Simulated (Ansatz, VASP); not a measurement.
**V: VASP beside Ansatz**

```
CELL_PARAMETERS angstrom
-1.49574 1.49574 1.49574
1.49574 -1.49574 1.49574
1.49574 1.49574 -1.49574
ATOMIC_POSITIONS crystal
V 0.00000 0.00000 0.00000
```

Alike in both runs: task single point; functional PBE; k mesh 20 × 20 × 20; occupations gaussian, width 0.05 eV; collinear spin.

```csv
,VASP,Ansatz
version,VASP 6.6.1,Ansatz 0.2.0
potentials or method,"VASP PAW PBE potentials, release 64 (V_sv), cutoff 500 eV","scalar-relativistic, plane waves, PAW"
valence electrons in the cell,13,13
```

```tsv
	VASP	Ansatz	Ansatz less VASP
gap on the k mesh at the Fermi level (eV)	none	none	-
pressure (GPa)	1.1	1.0	-0.13
net moment per atom (μB)	0.00	0.00	0.000
```

A gap of «none» marks a metal or a gap that the smearing closes. The functional is the same, so the differences come from potentials, cutoffs and numerics. Ansatz's warnings: seeded moment not kept.
